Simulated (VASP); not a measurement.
# AgH16O8F in VASP: a series of runs, part 2 of 2

VASP 6.6.1. Earlier steps stand in the parts before.

## Step 3: Single point, PBEsol

The input, INCAR:

```
PREC     = Accurate       # precision mode
ENCUT    = 520            # plane-wave cutoff, eV
EDIFF    = 1E-6           # SCF threshold, eV
ISMEAR   = -1             # smearing method
SIGMA    = 0.02           # smearing width, eV
LREAL    = False          # projectors in reciprocal space
LASPH    = True           # aspherical terms in the spheres
NELM     = 120            # most SCF steps
ALGO     = Normal         # electronic algorithm
ISIF     = 2              # what is computed and relaxed
LWAVE    = False          # write WAVECAR
LCHARG   = True           # write CHGCAR
GGA      = PS             # functional
LELF     = True           # ELF
LVHAR    = True         
NBANDS   = 60             # bands
GGA_COMPAT= False
```

The input, KPOINTS:

```
Automatic mesh
0
Gamma
  1 1 1
```

The input, POSCAR:

```
AgH16O8F
1.0
    6.3462950000      0.0000000000      0.0000000000
    0.0000000000      6.3462950000      0.0000000000
    0.0000000000      0.0000000000      6.3462950000
O H Ag F
8 16 1 1
Direct
    0.6526957855      0.2894287139      0.3990832446
    0.6238758205      0.8117177030      0.7373435997
    0.6029502253      0.1734870503      0.8959873438
    0.1684604955      0.3569169098     -0.0430014678
    0.1679877787      1.0425925678      0.3945766782
    0.5004967465      0.7584267671      0.2961412919
    0.8353377837     -0.0028520578      0.1857619288
    0.8380637837      0.4843140762      0.7585055532
    0.6322429071      0.4356557645      0.3482346787
    0.7198530796      0.3242049101      0.5348632549
    0.5786683411      0.7619879000      0.5984436589
    0.4908218102      0.7737112756      0.8421449050
    0.6602907681      0.3100234074      0.8532695061
    0.6448644445      0.0551030168      0.7931241772
    0.2560706680      0.4888206426     -0.0430802539
    0.1648048192      0.2947388988      0.0916755367
    0.0351070979      0.9863392735      0.3287114765
    0.2809513267      0.9414154243      0.3699638923
    0.4118938688      0.7365242240      0.1648363336
    0.6223946413      0.8508744078      0.2367995815
    0.7516038886      0.0971748083      0.2927062168
    0.7702762005      0.0573878145      0.0532121498
    0.8081723273      0.6345277047      0.7809595993
    0.9500503837      0.4402411171      0.8590839222
    0.2357753618      0.1670423452      0.6979505365
    0.3253709448      0.7100836000      0.9465995514
```

Potentials or basis: VASP PAW PBE potentials, release 64 (O, H, Ag, F).

The run is started by

```sh
$ cat potpaw_PBE.64/O/POTCAR potpaw_PBE.64/H/POTCAR potpaw_PBE.64/Ag/POTCAR potpaw_PBE.64/F/POTCAR > POTCAR
$ mpirun -np 1 vasp_gam > vasp.out
```

OUTCAR:

```text
PREC = Accurate
   ENCUT = 520
   EDIFF = 1E-6
   ISMEAR = -1
   LREAL = False
   LASPH = True
   NELM = 120
   ISIF = 2
   GGA = PS

 ion  position               nearest neighbor table
   1  0.653  0.289  0.399-  10 0.99   9 0.99
   2  0.624  0.812  0.737-  11 0.98  12 1.10
   3  0.603  0.173  0.896-  13 0.98  14 1.03  25 2.65
   4  0.168  0.357  0.957-  16 0.94  15 1.00  25 2.08
   5  0.168  0.043  0.395-  18 0.98  17 1.01  25 2.13
   6  0.500  0.758  0.296-  19 1.01  20 1.04
   7  0.835  0.997  0.186-  22 1.01  21 1.07
   8  0.838  0.484  0.759-  23 0.98  24 1.00
   9  0.632  0.436  0.348-   1 0.99
  10  0.720  0.324  0.535-   1 0.99
  11  0.579  0.762  0.598-   2 0.98
  12  0.491  0.774  0.842-   2 1.10  26 1.31
  13  0.660  0.310  0.853-   3 0.98
  14  0.645  0.055  0.793-   3 1.03
  15  0.256  0.489  0.957-   4 1.00
  16  0.165  0.295  0.092-   4 0.94
  17  0.035  0.986  0.329-   5 1.01
  18  0.281  0.941  0.370-   5 0.98
  19  0.412  0.737  0.165-   6 1.01
  20  0.622  0.851  0.237-   6 1.04
  21  0.752  0.097  0.293-   7 1.07
  22  0.770  0.057  0.053-   7 1.01
  23  0.808  0.635  0.781-   8 0.98
  24  0.950  0.440  0.859-   8 1.00
  25  0.236  0.167  0.698-   4 2.08   5 2.13   3 2.65
  26  0.325  0.710  0.947-  12 1.31

  LATTYP: Found a simple cubic cell.
 ALAT       =     6.3462950000

  Lattice vectors:

 A1 = (   6.3462950000,   0.0000000000,   0.0000000000)
 A2 = (   0.0000000000,   6.3462950000,   0.0000000000)
 A3 = (   0.0000000000,   0.0000000000,   6.3462950000)

Analysis of symmetry for initial positions (statically):
=====================================================================
 Subroutine PRICEL returns:
 Original cell was already a primitive cell.

 Routine SETGRP: Setting up the symmetry group for a
 simple cubic supercell.

[... 163 lines left out ...]
  volume/ion in A,a.u.               =       9.83        66.34
  Fermi-wavevector in a.u.,A,eV,Ry     =   1.120708  2.117831 17.088737  1.255987
  Thomas-Fermi vector in A             =   2.257357
   LORBIT       =      0    0 simple, 1 ext, 2 COOP (PROOUT), +10 PAW based schemes
   GGA     = PS    functional components
   LHFCALC =     F    Hartree Fock is set to
   AEXX    =    0.0000 exact exchange contribution
   IVDW    =     0    specifies the selected vdW correction
   LEPSILON=     F    determine dielectric tensor
   LRPA    =     F    only Hartree local field effects (RPA)
 non-spin polarized calculation
  energy-cutoff  :      520.00
  volume of cell :      255.60
 maximum number of plane-waves:      3466
 NGX is ok and might be reduce to    48
   NGX = 23   NGY = 23   NGZ = 23

 number of electron      81.9999987 magnetization

 Free energy of the ion-electron system (eV)
  ---------------------------------------------------
  ext. energy  EPLUGINS =         0.00000000
  ---------------------------------------------------
  free energy    TOTEN  =      -125.15035151 eV

  energy without entropy =     -125.15035151  energy(sigma->0) =     -125.15035151

 E-fermi :  -1.4779     XC(G=0):  -7.4831

 val. band max:       -2.0573521568   @ k =   0.0000   0.0000   0.0000
 cond. band min:       1.4738456937   @ k =   0.0000   0.0000   0.0000
 fundamental gap:      3.5311978505
 Fermi energy:        -1.4779216701

 k-point     1 :       0.0000    0.0000    0.0000
  band No.  band energies     occupation
      1     -23.8583      2.00000
      2     -22.3472      2.00000
      3     -21.7503      2.00000
      4     -21.4388      2.00000
      5     -21.1757      2.00000
      6     -20.7235      2.00000
[... 45 lines left out ...]
     52       7.8647      0.00000
     53       8.0009      0.00000
 [bands above 53 left out]

------------------------ aborting loop because EDIFF is reached ----------------------------------------

  FORCE on cell =-STRESS in cart. coord.  units (eV):
  Direction    XX          YY          ZZ          XY          YZ          ZX
  --------------------------------------------------------------------------------------
  -------------------------------------------------------------------------------------
  Total        1.3815767      2.8525058      3.6127100     -0.2655170     -0.1695572      1.0309351
  in kB        8.6601378     17.8803635     22.6455522     -1.6643403     -1.0628356      6.4622112
  external PRESSURE =      16.3953512 kB  Pullay stress =       0.0000000 kB

 VOLUME and BASIS-vectors are now :
 -----------------------------------------------------------------------------
  energy-cutoff  :      520.00
  volume of cell :      255.60
      direct lattice vectors                 reciprocal lattice vectors
     6.346295000  0.000000000  0.000000000     0.157572253  0.000000000  0.000000000
     0.000000000  6.346295000  0.000000000     0.000000000  0.157572253  0.000000000
     0.000000000  0.000000000  6.346295000     0.000000000  0.000000000  0.157572253

 POSITION                                       TOTAL-FORCE (eV/Angst)
 -----------------------------------------------------------------------------------
      4.14220      1.83680      2.53270        -0.117239      0.782517      0.592535
      3.95930      5.15140      4.67940        -0.600739      0.313786      0.513270
      3.82650      1.10100      5.68620        -0.283537     -1.236437     -0.079629
      1.06910      2.26510      6.07339        -0.385118      0.371665     -0.996609
      1.06610      0.27031      2.50410         0.208336      0.448013      0.500843
      3.17630      4.81320      1.87940         0.536703      0.631337     -0.262817
[... 18 lines left out ...]
      1.49630      1.06010      4.42940        -0.083826     -0.401097     -0.584774
      2.06490      4.50640      6.00740        -0.280792     -0.180648      0.187005
 -----------------------------------------------------------------------------------
    total drift:                                0.001519     -0.000350     -0.001813

  FREE ENERGIE OF THE ION-ELECTRON SYSTEM (eV)
  ---------------------------------------------------
  free  energy   TOTEN  =      -125.1503515072 eV

  energy  without entropy=     -125.1503515072  energy(sigma->0) =     -125.15035151
```

stdout:

```text
POSCAR found type information on POSCAR O H AgF
 POSCAR found :  4 types and      26 ions
 scaLAPACK will be used
 -----------------------------------------------------------------------------
|                                                                             |
|                                                                             |
|     You have a (more or less) 'large supercell' and for larger cells it     |
|     might be more efficient to use real-space projection operators.         |
|     Therefore, try LREAL= Auto in the INCAR file.                           |
|     Mind: For very accurate calculation, you might also keep the            |
|     reciprocal projection scheme (i.e. LREAL=.FALSE.).                      |
|                                                                             |
 -----------------------------------------------------------------------------

 -----------------------------------------------------------------------------
|                                                                             |
|                                                                             |
|     You enforced a specific xc type in the INCAR file but a different       |
|     I HOPE YOU KNOW WHAT YOU ARE DOING!                                     |
|                                                                             |
 -----------------------------------------------------------------------------

 LDA part: xc-table for (Slater+PW92), standard interpolation
 POSCAR, INCAR and KPOINTS ok, starting setup
 FFT: planning ... GRIDC
 FFT: planning ... GRID_SOFT
 FFT: planning ... GRID
 WAVECAR not read
 entering main loop
```

Wall time 17 s (1 thread of Intel Xeon 6975P-C (Granite Rapids), shared host); peak memory 0.31 GiB.

What came out:

* Free energy: -125.1504 eV
* Pressure: 1.6 GPa
* Largest force: 2.139 eV/Å

Forces on the atoms (eV/Å):
```
O   -0.117  0.783  0.593
O   -0.601  0.314  0.513
O   -0.284 -1.236 -0.080
O   -0.385  0.372 -0.997
O    0.208  0.448  0.501
O    0.537  0.631 -0.263
O   -1.525  0.375  1.197
O    0.254 -1.072 -0.063
H   -0.269 -0.291 -0.484
H    0.298 -0.038  0.306
H   -0.097  0.158 -0.379
H    0.823  0.021 -0.967
H    0.652  0.682 -0.406
H   -0.540  0.302  0.235
H    0.230  0.818  0.091
H    0.118 -0.983  1.896
H   -0.047  0.339 -0.279
H    0.833 -0.637 -0.338
H    0.219 -0.185  0.146
H   -0.552 -0.858  0.624
H    0.976 -0.180 -1.058
H    0.121  0.158 -0.012
H   -0.656  0.655 -0.172
H    0.168  0.004 -0.209
Ag  -0.084 -0.401 -0.585
F   -0.281 -0.181  0.187
```

Levels at points of the mesh, in eV from the Fermi level:
```
           k point  band 39  band 40  band 41  band 42  band 43  band 44
(0.00, 0.00, 0.00)    -1.44    -1.01    -0.58     2.95     5.81     6.23
```

Caveat: the k points lie up to 0.99 Å⁻¹ apart; the PAW data sets were made with another functional, which shifts forces and pressure a little.

## Step 4: Single point, PBEsol

INCAR, as its differences from that of step 3:

```diff
@@ -11,6 +11,4 @@
 LWAVE    = False          # write WAVECAR
-LCHARG   = True           # write CHGCAR
+LCHARG   = False          # write CHGCAR
 GGA      = PS             # functional
-LELF     = True           # ELF
-LVHAR    = True         
 NBANDS   = 60             # bands
```

The input, KPOINTS:

```
regular mesh
0
Gamma
  1 1 1
```

The input, POSCAR:

```
AgH16O8F
1.0
    6.3462950000      0.0000000000      0.0000000000
    0.0000000000      6.3462950000      0.0000000000
    0.0000000000      0.0000000000      6.3462950000
O H Ag F
8 16 1 1
Direct
    0.6610156004      0.3141675576      0.4059849093
    0.5782744105      0.8074632522      0.6959493689
    0.6101985489      0.1870382641      0.8862808930
    0.1441470968      0.3162002397     -0.0276066587
    0.2255174082      1.0587909954      0.3596271525
    0.4988107234      0.7724822121      0.3074549796
    0.8392770900      0.0011975491      0.2044342408
    0.8382528704      0.4862522149      0.7078933456
    0.5466023877      0.4000129209      0.3594695803
    0.7555747093      0.3929536840      0.5031124459
    0.5311760641      0.7612473104      0.5521174165
    0.4742924809      0.7596243162      0.8087553447
    0.6799400280      0.2956528179      0.7956610904
    0.6018629767      0.0616422653      0.7874673333
    0.2185684718      0.4594806891     -0.0151111790
    0.1906151542      0.2337111653      0.0952681840
    0.0858138489      1.0439634464      0.2956528179
    0.3211007367      0.9323392625      0.3273721124
    0.4402726315      0.7001565480      0.1683817093
    0.6367337163      0.8359050438      0.2632559627
    0.7679283740      0.1218506231      0.2950382861
    0.7920054142      0.0640531208      0.0717426467
    0.7461676458      0.6077404218      0.7596715879
    0.9382009503      0.4412180650      0.8169491018
    0.2493896045      0.1542789927      0.6775291725
    0.3297356962      0.6577380976      0.9777673430
```

The run is started by

```sh
$ cat potpaw_PBE.64/O/POTCAR potpaw_PBE.64/H/POTCAR potpaw_PBE.64/Ag/POTCAR potpaw_PBE.64/F/POTCAR > POTCAR
$ mpirun -np 1 vasp_gam > vasp.out
```

Wall time 15 s (1 thread of Intel Xeon 6975P-C (Granite Rapids), shared host); peak memory 0.31 GiB.

It converged, with:

```yaml
Free_energy: -125.6944 eV
Pressure: 0.7 GPa
Largest_force: 1.755 eV/Å
```

Forces in eV/Å, atoms in the order of the input:
```
O    0.526 -1.365 -0.259
O   -0.085 -0.075  1.148
O   -0.085 -0.818 -0.734
O   -0.086 -0.068 -0.306
O    0.765  0.590  0.173
O   -0.395 -0.957 -1.013
O   -0.453  0.886  1.445
O   -0.111  0.594  0.584
H   -0.488  0.675 -0.378
H   -0.101  0.312  0.236
H   -0.111  0.151  0.006
H   -0.077 -0.186 -0.486
H   -0.034  0.037  0.325
H    0.178  0.086  0.450
H    0.395  0.089 -0.205
H   -0.021 -0.043  0.076
H   -1.176 -0.678 -0.219
H    0.260  0.183  0.038
H   -0.061  0.471  0.519
H    0.209  0.357  0.004
H    0.356 -0.624 -0.220
H   -0.201  0.127 -1.203
H    0.466  0.017 -0.701
H    0.283 -0.069  0.278
Ag  -0.161  0.317  0.335
F    0.210 -0.009  0.105
```

Stress tensor (GPa, compression positive):
```
 1.10  0.94  0.91
 0.94  0.16 -0.44
 0.91 -0.44  0.86
```

Levels at points of the mesh, in eV from the Fermi level:
```
           k point  band 38  band 39  band 40  band 41  band 42  band 43  band 44  band 45
(0.00, 0.00, 0.00)    -1.55    -1.45    -0.87    -0.56     2.95     5.84     6.31     6.97
```

Caveat: the k points lie up to 0.99 Å⁻¹ apart; the PAW data sets were made with another functional, which shifts forces and pressure a little.

## Step 5: Summary

| cell | pressure (GPa) | largest force (eV/Å) |
| --- | --- | --- |
| as given, atomic positions A | -0.1 | 2.01 |
| as given, atomic positions B | 1.6 | 2.14 |
| as given, atomic positions C | 0.7 | 1.76 |

Alike in all rows: task single point; level PBEsol; potentials or basis VASP PAW PBE potentials, release 64 (O, H, Ag, F); no spin polarisation; k mesh 1 × 1 × 1; cutoff (eV) 520; smearing fermi-dirac 0.02 eV.

Caveats: all runs use coarse meshes; the PAW data sets were made with another functional, which shifts forces and pressure a little.

Absolute energies hang on the potentials; compare differences alone.
